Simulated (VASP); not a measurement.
# AlRh2 (P6/mmm) in VASP: notebook

The runs below take AlRh2 through single point, relaxation of cell and atoms, with PBE.

Everything below comes from runs of VASP 6.6.1. Logs are shortened: lines on timing, memory, paths and dates and some standing lists are left out, and cuts for length are marked.

## 1. The cell of the first run

It takes space group P6/mmm (No. 191, hexagonal). Conventional cell: a = 4.297 Å, b = 4.297 Å, c = 2.754 Å, α = 90.00°, β = 90.00°, γ = 120.00°. Within 3.6 Å of Al (site symmetry 6/mmm) lie 2 Al at 2.75 Å and 12 Rh at 2.84 Å. Within 3.3 Å of Rh (site symmetry -6m2) lie 5 Rh at 2.48 to 2.75 Å and 6 Al at 2.84 Å.

## 2. Single point, PBE

File INCAR:

```
SYSTEM = AlRh2
PREC = Accurate ; ENCUT = 520
EDIFF = 1E-7 ; ISMEAR = 0
SIGMA = 0.1 ; LREAL = .FALSE.
LASPH = .TRUE. ; NELM = 60
ALGO = Normal ; ISIF = 2
LWAVE = .FALSE. ; LCHARG = .FALSE.
GGA = PE ; NBANDS = 24
```

File KPOINTS:

```
Automatic mesh
0
G
  6 6 6
  0 0 0
```

File POSCAR:

```
AlRh2
1.0
    4.2967109291      0.0000000000      0.0000000000
   -2.1483554645      3.7210608173      0.0000000000
    0.0000000000      0.0000000000      2.7538291447
Al Rh
1 2
Direct
    0.0000000000      0.0000000000      0.0000000000
    0.3333333333      0.6666666667      0.5000000000
    0.6666666667      0.3333333333      0.5000000000
```

Potentials or basis: VASP PAW PBE potentials, release 64 (Al, Rh_pv).

The run is started by

```console
$ cat potpaw_PBE.64/Al/POTCAR potpaw_PBE.64/Rh_pv/POTCAR > POTCAR
$ mpirun -np 1 vasp_std > vasp.out
```

OUTCAR:

```text
SYSTEM = AlRh2
   PREC = Accurate
   ENCUT = 520
   EDIFF = 1E-7
   ISMEAR = 0
   LREAL = .FALSE.
   LASPH = .TRUE.
   NELM = 60
   ISIF = 2
   GGA = PE

 ion  position               nearest neighbor table
   1  0.000  0.000  0.000-   2 2.84   3 2.84   2 2.84   3 2.84   2 2.84   2 2.84   3 2.84   3 2.84
                             3 2.84   3 2.84   2 2.84   2 2.84
   2  0.333  0.667  0.500-   3 2.48   3 2.48   3 2.48   1 2.84   1 2.84   1 2.84   1 2.84   1 2.84
                             1 2.84
   3  0.667  0.333  0.500-   2 2.48   2 2.48   2 2.48   1 2.84   1 2.84   1 2.84   1 2.84   1 2.84
                             1 2.84

  LATTYP: Found a hexagonal cell.
 ALAT       =     4.2967109291
 C/A-ratio  =     0.6409156190

  Lattice vectors:

 A1 = (   4.2967109291,   0.0000000000,   0.0000000000)
 A2 = (  -2.1483554645,   3.7210608173,   0.0000000000)
 A3 = (   0.0000000000,   0.0000000000,   2.7538291447)

Analysis of symmetry for initial positions (statically):
=====================================================================
 Subroutine PRICEL returns:
 Original cell was already a primitive cell.

 Routine SETGRP: Setting up the symmetry group for a
 hexagonal supercell.

 Subroutine GETGRP returns: Found 24 space group operations
 (whereof 24 operations were pure point group operations)
 out of a pool of 24 trial point group operations.

The static configuration has the point symmetry D_6h.

Analysis of symmetry for dynamics (positions and initial velocities):
=====================================================================
 Subroutine PRICEL returns:
 Original cell was already a primitive cell.

 Routine SETGRP: Setting up the symmetry group for a
 hexagonal supercell.

 Subroutine GETGRP returns: Found 24 space group operations
 (whereof 24 operations were pure point group operations)
 out of a pool of 24 trial point group operations.

The dynamic configuration has the point symmetry D_6h.

 Subroutine INISYM returns: Found 24 space group operations
 (whereof 24 operations are pure point group operations),
 and found     1 'primitive' translations

----------------------------------------------------------------------------------------

                                     Primitive cell

  volume of cell :      44.0291

  direct lattice vectors                    reciprocal lattice vectors
     4.296710929  0.000000000  0.000000000     0.232736159  0.134370284  0.000000000
    -2.148355464  3.721060817  0.000000000     0.000000000  0.268740569  0.000000000
     0.000000000  0.000000000  2.753829145     0.000000000  0.000000000  0.363130734

  length of vectors
     4.296710929  4.296710929  2.753829145     0.268740569  0.268740569  0.363130734

  position of ions in fractional coordinates (direct lattice)
     0.000000000  0.000000000  0.000000000
     0.333333333  0.666666667  0.500000000
     0.666666667  0.333333333  0.500000000

  ion indices of the primitive-cell ions
   primitive index   ion index
                 1           1
                 2           2
                 3           3

----------------------------------------------------------------------------------------

 KPOINTS: Automatic mesh

Automatic generation of k-mesh.
 Grid dimensions read from file:
 generate k-points for:    6    6    6

 Generating k-lattice:

  Cartesian coordinates                     Fractional coordinates (reciprocal lattice)
     0.038789360  0.022395047  0.000000000     0.166666667  0.000000000  0.000000000
     0.000000000  0.044790095  0.000000000     0.000000000  0.166666667  0.000000000
     0.000000000  0.000000000  0.060521789     0.000000000  0.000000000  0.166666667

  Length of vectors
     0.044790095  0.044790095  0.060521789

  Shift w.r.t. Gamma in fractional coordinates (k-lattice)
     0.000000000  0.000000000  0.000000000

 Subroutine IBZKPT returns following result:
 ===========================================

 Found     28 irreducible k-points:

 Following reciprocal coordinates:
            Coordinates               Weight
  0.000000  0.000000  0.000000      1.000000
  0.166667 -0.000000  0.000000      6.000000
  0.333333  0.000000  0.000000      6.000000
  0.500000  0.000000  0.000000      3.000000
  0.166667  0.166667  0.000000      6.000000
  0.333333  0.166667  0.000000     12.000000
[... 16 lines left out ...]
  0.166667 -0.000000  0.500000      6.000000
  0.333333  0.000000  0.500000      6.000000
 [... further k-points ...]
   k-points           NKPTS =     28   k-points in BZ     NKDIM =     28   number of bands    NBANDS=     24
   number of dos      NEDOS =    301   number of ions     NIONS =      3
   total plane-waves  NPLWV =  20480
   dimension x,y,z NGX =    32 NGY =   32 NGZ =   20
   dimension x,y,z NGXF=    64 NGYF=   64 NGZF=   40
   ions per type =               1   2
   NGX,Y,Z   is equivalent  to a cutoff of  12.38, 12.38, 12.07 a.u.
   NGXF,Y,Z  is equivalent  to a cutoff of  24.76, 24.76, 24.15 a.u.
 SYSTEM =  AlRh2
   PREC   = accura    normal or accurate (medium, high low for compatibility)
   ISTART =      0    job   : 0-new  1-cont  2-samecut
   ICHARG =      2    charge: 1-file 2-atom 10-const
   ISPIN  =      1    spin polarized calculation?
   LNONCOLLINEAR =      F non collinear calculations
   LSORBIT =      F    spin-orbit coupling
   LASPH  =      T    aspherical Exc in radial PAW
   ENCUT  =  520.0 eV  38.22 Ry    6.18 a.u.   7.99  7.99  5.12*2*pi/ulx,y,z
   NELM   =     60;   NELMIN=  2; NELMDL= -5     # of ELM steps
   EDIFF  = 0.1E-06   stopping-criterion for ELM
   LREAL  =      F    real-space projection
   EDIFFG = 0.1E-05   stopping-criterion for IOM
   NSW    =      0    number of steps for IOM
   IBRION =     -1    ionic relax: 0-MD 1-quasi-New 2-CG
   NFREE  =      0    steps in history (QN), initial steepest desc. (CG)
   ISIF   =      2    stress and relaxation
   ISYM   =      2    0-nonsym 1-usesym 2-fastsym
   POTIM  = 0.5000    time-step for ionic-motion
   TEBEG  =    0.0;   TEEND  =   0.0 temperature during run
   PSTRESS=    0.0 pullay stress
   NELECT =      33.0000    total number of electrons
   NUPDOWN=      -1.0000    fix difference up-down
   EMIN   =  10.00;   EMAX   =-10.00  energy-range for DOS
   EFERMI =   0.00;   METHOD = LEGACY
   ISMEAR =     0;   SIGMA  =   0.10  broadening in eV -4-tet -1-fermi 0-gaus
   EFERMI_NEDOS =   21; number of points for ismear=-14 and -15
   IALGO  =     38    algorithm
   IMIX   =      4    mixing-type and parameters
     AMIX     =   0.40;   BMIX     =  1.00
     AMIX_MAG =   1.60;   BMIX_MAG =  1.00
  volume/ion in A,a.u.               =      14.68        99.04
  Fermi-wavevector in a.u.,A,eV,Ry     =   1.487075  2.810164 30.087812  2.211392
  Thomas-Fermi vector in A             =   2.600281
   LORBIT       =      0    0 simple, 1 ext, 2 COOP (PROOUT), +10 PAW based schemes
   GGA     = PE    functional components
   LHFCALC =     F    Hartree Fock is set to
   AEXX    =    0.0000 exact exchange contribution
   IVDW    =     0    specifies the selected vdW correction
   LEPSILON=     F    determine dielectric tensor
   LRPA    =     F    only Hartree local field effects (RPA)
 non-spin polarized calculation
 Gauss-broadening in eV      SIGMA  =   0.10
  energy-cutoff  :      520.00
  volume of cell :       44.03
 maximum number of plane-waves:      1206
 NGX is ok and might be reduce to    32
   NGX = 15   NGY = 15   NGZ = 11

 number of electron      33.0000004 magnetization

 Free energy of the ion-electron system (eV)
  ---------------------------------------------------
  ext. energy  EPLUGINS =         0.00000000
  ---------------------------------------------------
  free energy    TOTEN  =       -19.23571398 eV

  energy without entropy =      -19.21211093  energy(sigma->0) =      -19.22391246

 E-fermi :  10.2490     XC(G=0): -12.5590

 val. band max:       10.2483110177   @ k =   0.3333   0.3333   0.1667
 cond. band min:      10.2858003706   @ k =   0.0000   0.0000   0.3333
 fundamental gap:      0.0374893529
 Fermi energy:        10.2490419893

 k-point     1 :       0.0000    0.0000    0.0000
  band No.  band energies     occupation
      1     -36.4946      2.00000
      2     -36.4946      2.00000
      3     -35.9300      2.00000
      4     -35.9300      2.00000
      5     -35.7662      2.00000
      6     -35.6413      2.00000
[... 16 lines left out ...]
     23      19.5747      0.00000
     24      20.1067      0.00000

 k-point     2 :       0.1667   -0.0000    0.0000
  band No.  band energies     occupation
      1     -36.5069      2.00000
      2     -36.4674      2.00000
      3     -35.9585      2.00000
      4     -35.9171      2.00000
      5     -35.7589      2.00000
      6     -35.6487      2.00000
[... 16 lines left out ...]
     23      20.0778      0.00000
     24      21.2928      0.00000

 k-point     3 :       0.3333    0.0000    0.0000
  band No.  band energies     occupation
      1     -36.5299      2.00000
      2     -36.4013      2.00000
      3     -36.0272      2.00000
      4     -35.8926      2.00000
      5     -35.7399      2.00000
      6     -35.6678      2.00000
[... 16 lines left out ...]
     23      21.2826      0.00000
     24      22.4367      0.00000

 k-point     4 :       0.5000    0.0000    0.0000
  band No.  band energies     occupation
      1     -36.5408      2.00000
      2     -36.3568      2.00000
      3     -36.0730      2.00000
      4     -35.8810      2.00000
      5     -35.7247      2.00000
      6     -35.6831      2.00000
[... 16 lines left out ...]
     23      22.1111      0.00000
     24      22.4313      0.00000

 k-point     5 :       0.1667    0.1667    0.0000
  band No.  band energies     occupation
      1     -36.5288      2.00000
      2     -36.4130      2.00000
      3     -36.0147      2.00000
      4     -35.8943      2.00000
      5     -35.7455      2.00000
      6     -35.6622      2.00000
[... 451 lines left out ...]
 k-point    22 :       0.0000    0.0000    0.5000
  band No.  band energies     occupation
      1     -36.4601      2.00000
      2     -36.4601      2.00000
      3     -36.0832      2.00000
      4     -35.9292      2.00000
      5     -35.9042      2.00000
      6     -35.9042      2.00000
[... 16 lines left out ...]
     23      19.7387      0.00000
     24      20.1776      0.00000

 k-point    23 :       0.1667   -0.0000    0.5000
  band No.  band energies     occupation
      1     -36.4720      2.00000
      2     -36.4332      2.00000
      3     -36.0741      2.00000
      4     -35.9383      2.00000
      5     -35.9322      2.00000
      6     -35.8916      2.00000
[... 16 lines left out ...]
     23      18.4006      0.00000
     24      19.1831      0.00000

 k-point    24 :       0.3333    0.0000    0.5000
  band No.  band energies     occupation
      1     -36.4944      2.00000
      2     -36.3675      2.00000
      3     -36.0507      2.00000
      4     -36.0001      2.00000
      5     -35.9618      2.00000
      6     -35.8679      2.00000
[... 16 lines left out ...]
     23      17.1851      0.00000
     24      19.9003      0.00000

 [... further k-points ...]
[... 5 lines left out ...]
  --------------------------------------------------------------------------------------
  -------------------------------------------------------------------------------------
  Total       -0.0437074     -0.0437074     -0.0483195     -0.0000000     -0.0000000     -0.0000000
  in kB       -1.5904704     -1.5904704     -1.7582992     -0.0000000     -0.0000000     -0.0000000
  external PRESSURE =      -1.6464133 kB  Pullay stress =       0.0000000 kB

 VOLUME and BASIS-vectors are now :
 -----------------------------------------------------------------------------
  energy-cutoff  :      520.00
  volume of cell :       44.03
      direct lattice vectors                 reciprocal lattice vectors
     4.296710929  0.000000000  0.000000000     0.232736159  0.134370284  0.000000000
    -2.148355464  3.721060817  0.000000000     0.000000000  0.268740569  0.000000000
     0.000000000  0.000000000  2.753829145     0.000000000  0.000000000  0.363130734

 POSITION                                       TOTAL-FORCE (eV/Angst)
 -----------------------------------------------------------------------------------
      0.00000      0.00000      0.00000        -0.000000      0.000000      0.000000
     -0.00000      2.48071      1.37691         0.000000     -0.000000      0.000000
      2.14836      1.24035      1.37691        -0.000000      0.000000      0.000000
 -----------------------------------------------------------------------------------
    total drift:                               -0.000000      0.000000      0.000000

  FREE ENERGIE OF THE ION-ELECTRON SYSTEM (eV)
  ---------------------------------------------------
  free  energy   TOTEN  =       -19.2357139829 eV

  energy  without entropy=      -19.2121109296  energy(sigma->0) =      -19.22391246
```

Wall time 11 s (1 thread of Intel Xeon 6975P-C (Granite Rapids), shared host); peak memory 0.16 GiB.

Results:

- Free energy: -19.2357 eV
- Pressure: -0.2 GPa

Caveat: the k points lie up to 0.38 Å⁻¹ apart.

[end of part 1 of 2]
